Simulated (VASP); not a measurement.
# YTiSe3 (Pm-3m) in VASP: a series of runs

Runs on YTiSe3. Level: PBE. Tasks: single point, relaxation of cell and atoms.

Everything below comes from runs of VASP 6.6.1. Logs are shortened: lines on timing, memory, paths and dates and some standing lists are left out, and cuts for length are marked.

## 1. The cell of the first run

Symmetry: Pm-3m, No. 221, cubic system. The conventional cell has a = 4.924 Å, b = 4.924 Å, c = 4.924 Å, α = 90.00°, β = 90.00°, γ = 90.00°. Y (site symmetry m-3m) has 12 Se at 3.48 Å and 8 Ti at 4.26 Å within 4.6 Å. Within 3.3 Å of Ti (site symmetry m-3m) lie 6 Se at 2.46 Å. Within 3.3 Å of Se (site symmetry 4/mmm) lie 2 Ti at 2.46 Å.

## 2. Single point, PBE

INCAR

```
SYSTEM = YTiSe3
PREC = Accurate ; ENCUT = 520
EDIFF = 1E-6 ; ISMEAR = 0
SIGMA = 0.1 ; LREAL = .FALSE.
LASPH = .TRUE. ; NELM = 100
ALGO = Normal ; ISIF = 2
LWAVE = .FALSE. ; LCHARG = .FALSE.
GGA = PE ; NBANDS = 28
```

KPOINTS

```
Automatic mesh
0
G
  8 8 8
  0 0 0
```

POSCAR

```
YTiSe3
1.0
    4.9241663754      0.0000000000      0.0000000000
    0.0000000000      4.9241663754      0.0000000000
    0.0000000000      0.0000000000      4.9241663754
Y Ti Se
1 1 3
Direct
    0.5000000000      0.5000000000      0.5000000000
    0.0000000000      0.0000000000      0.0000000000
    0.5000000000      0.0000000000      0.0000000000
    0.0000000000      0.5000000000      0.0000000000
    0.0000000000      0.0000000000      0.5000000000
```

Potentials or basis: VASP PAW PBE potentials, release 64 (Y_sv, Ti_sv, Se).

Command:

```
cat potpaw_PBE.64/Y_sv/POTCAR potpaw_PBE.64/Ti_sv/POTCAR potpaw_PBE.64/Se/POTCAR > POTCAR
mpirun -np 1 vasp_std > vasp.out
```

OUTCAR:

```text
SYSTEM = YTiSe3
   PREC = Accurate
   ENCUT = 520
   EDIFF = 1E-6
   ISMEAR = 0
   LREAL = .FALSE.
   LASPH = .TRUE.
   NELM = 100
   ISIF = 2
   GGA = PE

 ion  position               nearest neighbor table
   1  0.500  0.500  0.500-   3 3.48   4 3.48   5 3.48   3 3.48   4 3.48   3 3.48   5 3.48   3 3.48
                             4 3.48   5 3.48   4 3.48   5 3.48
   2  0.000  0.000  0.000-   3 2.46   4 2.46   5 2.46   5 2.46   4 2.46   3 2.46
   3  0.500  0.000  0.000-   2 2.46   2 2.46   1 3.48   1 3.48   1 3.48   1 3.48
   4  0.000  0.500  0.000-   2 2.46   2 2.46   1 3.48   1 3.48   1 3.48   1 3.48
   5  0.000  0.000  0.500-   2 2.46   2 2.46   1 3.48   1 3.48   1 3.48   1 3.48

  LATTYP: Found a simple cubic cell.
 ALAT       =     4.9241663754

  Lattice vectors:

 A1 = (   4.9241663754,   0.0000000000,   0.0000000000)
 A2 = (   0.0000000000,   4.9241663754,   0.0000000000)
 A3 = (   0.0000000000,   0.0000000000,   4.9241663754)

Analysis of symmetry for initial positions (statically):
=====================================================================
 Subroutine PRICEL returns:
 Original cell was already a primitive cell.

 Routine SETGRP: Setting up the symmetry group for a
 simple cubic supercell.

 Subroutine GETGRP returns: Found 48 space group operations
 (whereof 48 operations were pure point group operations)
 out of a pool of 48 trial point group operations.

The static configuration has the point symmetry O_h .

Analysis of symmetry for dynamics (positions and initial velocities):
=====================================================================
 Subroutine PRICEL returns:
 Original cell was already a primitive cell.

 Routine SETGRP: Setting up the symmetry group for a
 simple cubic supercell.

 Subroutine GETGRP returns: Found 48 space group operations
 (whereof 48 operations were pure point group operations)
 out of a pool of 48 trial point group operations.

The dynamic configuration has the point symmetry O_h .

 Subroutine INISYM returns: Found 48 space group operations
 (whereof 48 operations are pure point group operations),
 and found     1 'primitive' translations

----------------------------------------------------------------------------------------

                                     Primitive cell

  volume of cell :     119.3983

  direct lattice vectors                    reciprocal lattice vectors
[... 95 lines left out ...]
   EDIFFG = 0.1E-04   stopping-criterion for IOM
   NSW    =      0    number of steps for IOM
   IBRION =     -1    ionic relax: 0-MD 1-quasi-New 2-CG
   NFREE  =      0    steps in history (QN), initial steepest desc. (CG)
   ISIF   =      2    stress and relaxation
   ISYM   =      2    0-nonsym 1-usesym 2-fastsym
   POTIM  = 0.5000    time-step for ionic-motion
   TEBEG  =    0.0;   TEEND  =   0.0 temperature during run
   PSTRESS=    0.0 pullay stress
   NELECT =      41.0000    total number of electrons
   NUPDOWN=      -1.0000    fix difference up-down
   EMIN   =  10.00;   EMAX   =-10.00  energy-range for DOS
   EFERMI =   0.00;   METHOD = LEGACY
   ISMEAR =     0;   SIGMA  =   0.10  broadening in eV -4-tet -1-fermi 0-gaus
   EFERMI_NEDOS =   21; number of points for ismear=-14 and -15
   IALGO  =     38    algorithm
   IMIX   =      4    mixing-type and parameters
     AMIX     =   0.40;   BMIX     =  1.00
     AMIX_MAG =   1.60;   BMIX_MAG =  1.00
  volume/ion in A,a.u.               =      23.88       161.15
  Fermi-wavevector in a.u.,A,eV,Ry     =   1.146401  2.166385 17.881271  1.314236
  Thomas-Fermi vector in A             =   2.283086
   LORBIT       =      0    0 simple, 1 ext, 2 COOP (PROOUT), +10 PAW based schemes
   GGA     = PE    functional components
   LHFCALC =     F    Hartree Fock is set to
   AEXX    =    0.0000 exact exchange contribution
   IVDW    =     0    specifies the selected vdW correction
   LEPSILON=     F    determine dielectric tensor
   LRPA    =     F    only Hartree local field effects (RPA)
 non-spin polarized calculation
 Gauss-broadening in eV      SIGMA  =   0.10
  energy-cutoff  :      520.00
  volume of cell :      119.40
 maximum number of plane-waves:      3238
 NGX is ok and might be reduce to    40
   NGX = 19   NGY = 19   NGZ = 19

 number of electron      40.9999996 magnetization

 Free energy of the ion-electron system (eV)
  ---------------------------------------------------
  ext. energy  EPLUGINS =         0.00000000
  ---------------------------------------------------
  free energy    TOTEN  =       -29.65556812 eV

  energy without entropy =      -29.64338732  energy(sigma->0) =      -29.64947772

 E-fermi :   5.3929     XC(G=0):  -9.8322

 val. band max:        5.3690976827   @ k =   0.0000   0.0000   0.0000
 cond. band min:       5.3984384636   @ k =   0.5000   0.5000   0.5000
 fundamental gap:      0.0293407810
 Fermi energy:         5.3928686808

 k-point     1 :       0.0000    0.0000    0.0000
  band No.  band energies     occupation
      1     -52.4534      2.00000
      2     -39.8580      2.00000
      3     -28.7553      2.00000
      4     -28.7553      2.00000
      5     -28.7553      2.00000
      6     -19.7098      2.00000
[... 733 lines left out ...]
     27       7.2191      0.00000
     28       7.4428      0.00000

 [... further k-points ...]

------------------------ aborting loop because EDIFF is reached ----------------------------------------

  FORCE on cell =-STRESS in cart. coord.  units (eV):
  Direction    XX          YY          ZZ          XY          YZ          ZX
  --------------------------------------------------------------------------------------
  -------------------------------------------------------------------------------------
  Total        0.0905486      0.0905486      0.0905486      0.0000000      0.0000000      0.0000000
  in kB        1.2150494      1.2150494      1.2150494      0.0000000      0.0000000      0.0000000
  external PRESSURE =       1.2150494 kB  Pullay stress =       0.0000000 kB

 VOLUME and BASIS-vectors are now :
 -----------------------------------------------------------------------------
  energy-cutoff  :      520.00
  volume of cell :      119.40
      direct lattice vectors                 reciprocal lattice vectors
     4.924166375  0.000000000  0.000000000     0.203080059  0.000000000  0.000000000
     0.000000000  4.924166375  0.000000000     0.000000000  0.203080059  0.000000000
     0.000000000  0.000000000  4.924166375     0.000000000  0.000000000  0.203080059

 POSITION                                       TOTAL-FORCE (eV/Angst)
 -----------------------------------------------------------------------------------
      2.46208      2.46208      2.46208         0.000000      0.000000      0.000000
      0.00000      0.00000      0.00000         0.000000      0.000000      0.000000
      2.46208      0.00000      0.00000         0.000000      0.000000      0.000000
      0.00000      2.46208      0.00000         0.000000      0.000000      0.000000
      0.00000      0.00000      2.46208         0.000000      0.000000      0.000000
 -----------------------------------------------------------------------------------
    total drift:                               -0.000000      0.000000     -0.000000

  FREE ENERGIE OF THE ION-ELECTRON SYSTEM (eV)
  ---------------------------------------------------
  free  energy   TOTEN  =       -29.6555681216 eV

  energy  without entropy=      -29.6433873185  energy(sigma->0) =      -29.64947772
```

OSZICAR:

```text
N       E                     dE             d eps       ncg     rms          rms(c)
DAV:   1     0.331857456056E+03    0.33186E+03   -0.18699E+04  1960   0.137E+03
DAV:   2     0.994919742077E+00   -0.33086E+03   -0.32127E+03  2184   0.355E+02
DAV:   3    -0.327337912520E+02   -0.33729E+02   -0.32978E+02  3008   0.978E+01
DAV:   4    -0.342686868637E+02   -0.15349E+01   -0.15216E+01  3052   0.194E+01
DAV:   5    -0.343022151146E+02   -0.33528E-01   -0.33416E-01  2884   0.240E+00    0.154E+01
DAV:   6    -0.303699389168E+02    0.39323E+01   -0.18561E+01  2472   0.273E+01    0.982E+00
DAV:   7    -0.298568769546E+02    0.51306E+00   -0.66297E+00  2836   0.168E+01    0.926E+00
DAV:   8    -0.296574384410E+02    0.19944E+00   -0.10551E+00  2620   0.655E+00    0.536E+00
DAV:   9    -0.296576914887E+02   -0.25305E-03   -0.15010E-01  2796   0.190E+00    0.623E-01
DAV:  10    -0.296556372272E+02    0.20543E-02   -0.24878E-02  2748   0.869E-01    0.254E-01
DAV:  11    -0.296558715950E+02   -0.23437E-03   -0.56087E-03  2780   0.317E-01    0.111E-01
DAV:  12    -0.296555591532E+02    0.31244E-03   -0.14861E-03  2776   0.179E-01    0.255E-02
DAV:  13    -0.296555688294E+02   -0.96761E-05   -0.76025E-05  2564   0.507E-02    0.244E-02
DAV:  14    -0.296555681216E+02    0.70777E-06   -0.64274E-06  2852   0.155E-02
   1 F= -.29655568E+02 E0= -.29649478E+02  d E =-.121808E-01
```

stdout:

```text
POSCAR found type information on POSCAR Y TiSe
 POSCAR found :  3 types and       5 ions
 scaLAPACK will be used
 LDA part: xc-table for (Slater+PW92), standard interpolation
 POSCAR, INCAR and KPOINTS ok, starting setup
 FFT: planning ... GRIDC
 FFT: planning ... GRID_SOFT
 FFT: planning ... GRID
 WAVECAR not read
 entering main loop
```

It took 3.1 min on 1 thread of AMD EPYC 7R43 (Zen 3), shared host; peak memory 0.29 GiB.

Results:

| Quantity | Value |
| --- | --- |
| Free energy | -29.6556 eV |
| Pressure | 0.1 GPa |

## 3. Relaxation of cell and atoms, PBE

This run uses another cell than the first one, of 23.94 Å³/atom, 1.003 times its volume.

INCAR

```
PREC = Accurate
ENCUT = 600
EDIFF = 1E-6
ISMEAR = 0
SIGMA = 0.1
LREAL = F
LASPH = T
NELM = 100
ALGO = Normal
ISIF = 3
LWAVE = F
LCHARG = F
GGA = PE
IBRION = 2
NSW = 100
EDIFFG = -0.01
```

KPOINTS

```
Automatic mesh
0
Gamma
  8 8 8
```

Changes to POSCAR since step 2:

```diff
@@ -2,5 +2,5 @@
 1.0
-    4.9241663754      0.0000000000      0.0000000000
-    0.0000000000      4.9241663754      0.0000000000
-    0.0000000000      0.0000000000      4.9241663754
+    4.9284301900      0.0000000000      0.0000000000
+    0.0000000000      4.9284301900      0.0000000000
+    0.0000000000      0.0000000000      4.9284301900
 Y Ti Se
```

Potentials or basis: VASP PAW PBE potentials, release 64 (Y_sv, Ti_sv, Se).

Command:

```
cat potpaw_PBE.64/Y_sv/POTCAR potpaw_PBE.64/Ti_sv/POTCAR potpaw_PBE.64/Se/POTCAR > POTCAR
mpirun -np 1 vasp_std > vasp.out
```

Run time: 8.5 min. Hardware: 1 thread of AMD EPYC 7R43 (Zen 3), shared host; peak memory 0.32 GiB.

The run converged. Its results:

| Quantity | Value |
| --- | --- |
| Free energy | -29.6546 eV |
| Relaxed volume | 23.90 Å³/atom |
| Relaxed cell | a = 4.926 Å, b = 4.926 Å, c = 4.926 Å, α = 90.00°, β = 90.00°, γ = 90.00° |
| Space group after relaxing (to 0.05 Å) | Pm-3m (No. 221) |
| Energy gained by relaxing | 0.0 meV/atom |
| Ionic steps | 2 |
| Pressure after relaxing | 0.0 GPa |

Final structure:
```
Y Ti Se
1.0
     4.92582    0.00000    0.00000
     0.00000    4.92582    0.00000
     0.00000    0.00000    4.92582
Y Ti Se
1 1 3
Cartesian
  2.4629 2.4629 2.4629
  0.0000 0.0000 0.0000
  2.4629 0.0000 0.0000
  0.0000 2.4629 0.0000
  0.0000 0.0000 2.4629
```

Levels at points of the mesh, in eV from the Fermi level:
| k point | band 18 | band 19 | band 20 | band 21 | band 22 | band 23 |
| --- | --- | --- | --- | --- | --- | --- |
| (0.00, 0.00, 0.00) | -1.02 | -1.02 | -1.02 | -0.87 | -0.87 | -0.87 |
| (0.50, 0.00, 0.00) | -3.36 | -1.59 | -1.59 | -0.57 | 0.53 | 0.86 |
| (0.50, 0.50, 0.00) | -3.23 | -3.23 | -0.87 | 0.46 | 0.81 | 0.81 |
| (0.50, 0.50, 0.50) | -0.47 | -0.47 | -0.47 | 0.00 | 0.77 | 0.77 |

Caveat: the bands computed are all filled at some k points, so no gap is given.

## 4. Single point, PBE, collinear spin, ferromagnetic start

This run uses another cell than the first one, of 25.58 Å³/atom, 1.071 times its volume.

INCAR

```
SYSTEM = YTiSe3
PREC = Accurate
ENCUT = 520
EDIFF = 1E-7
ISMEAR = 0
SIGMA = 0.1
LREAL = .FALSE.
LASPH = .TRUE.
NELM = 150
ALGO = Normal
ISIF = 2
LWAVE = .FALSE.
LCHARG = .FALSE.
ISPIN = 2
MAGMOM = 0 1 0 0 0
LORBIT = 11
LMAXMIX = 4
GGA = PE
NBANDS = 32
```

KPOINTS

```
regular mesh
0
G
  4 4 4
  0 0 0
```

Changes to POSCAR since step 3:

```diff
@@ -2,5 +2,5 @@
 1.0
-    4.9284301900      0.0000000000      0.0000000000
-    0.0000000000      4.9284301900      0.0000000000
-    0.0000000000      0.0000000000      4.9284301900
+    5.0381084300      0.0000000000      0.0000000000
+    0.0000000000      5.0381084300      0.0000000000
+    0.0000000000      0.0000000000      5.0381084300
 Y Ti Se
```

Command:

```
cat potpaw_PBE.64/Y_sv/POTCAR potpaw_PBE.64/Ti_sv/POTCAR potpaw_PBE.64/Se/POTCAR > POTCAR
mpirun -np 1 vasp_std > vasp.out
```

Run time: 2.7 min. Hardware: 1 thread of AMD EPYC 7R43 (Zen 3), shared host; peak memory 0.28 GiB.

Results (log left out):

```yaml
Free_energy: -29.5082 eV
Pressure: -4.0 GPa
Net_moment: 0.48 μB per cell
Site_moments: Y +0.11; Ti +0.30; Se -0.02 μB
Valence_electrons_inside_the_program's_atomic_spheres: Y 8.81; Ti 10.21; Se 3.87
```

Levels at points of the mesh, in eV from the Fermi level:
Spin up:
| k point | band 18 | band 19 | band 20 | band 21 | band 22 | band 23 | band 24 | band 25 |
| --- | --- | --- | --- | --- | --- | --- | --- | --- |
| (0.00, 0.00, 0.00) | -1.10 | -1.10 | -1.10 | -0.93 | -0.93 | -0.93 | -0.24 | -0.24 |
| (0.50, 0.00, 0.00) | -3.14 | -1.61 | -1.61 | -0.71 | 0.48 | 0.57 | 0.72 | 0.81 |
| (0.50, 0.50, 0.00) | -3.08 | -3.08 | -0.89 | 0.27 | 0.51 | 0.51 | 0.74 | 0.88 |
| (0.50, 0.50, 0.50) | -0.53 | -0.53 | -0.53 | -0.05 | 0.65 | 0.65 | 0.65 | 0.78 |
Spin down:
```csv
k point,band 16,band 17,band 18,band 19,band 20,band 21,band 22,band 23,band 24,band 25
"(0.00, 0.00, 0.00)",-2.02,-2.02,-1.10,-1.10,-1.10,-0.67,-0.67,-0.67,-0.09,-0.09
"(0.50, 0.00, 0.00)",-3.42,-3.42,-3.11,-1.61,-1.61,-0.39,0.56,0.72,0.87,1.11
"(0.50, 0.50, 0.00)",-3.66,-3.35,-3.08,-3.08,-0.88,0.52,0.81,0.81,0.84,1.10
"(0.50, 0.50, 0.50)",-3.89,-3.89,-0.55,-0.55,-0.55,0.05,0.72,0.72,0.72,1.13
```

## 5. Overview

```csv
task,spin,cell,k mesh,cutoff (eV),gap on the mesh (eV),pressure (GPa)
single point,off,"a = 4.924 Å, 5 atoms",8 × 8 × 8,520,none,0.1
relaxation of cell and atoms,off,"relaxed from a = 4.928 Å, 5 atoms",8 × 8 × 8,600,-,0.0
single point,"collinear, ferromagnetic start","a = 5.038 Å, 5 atoms",4 × 4 × 4,520,none,-4.0
```

Alike in all rows: level PBE; potentials or basis VASP PAW PBE potentials, release 64 (Y_sv, Ti_sv, Se); smearing gaussian 0.1 eV.

Caveats: the bands computed are all filled at some k points, so no gap is given (some runs).

Absolute energies hang on the potentials; compare differences alone.
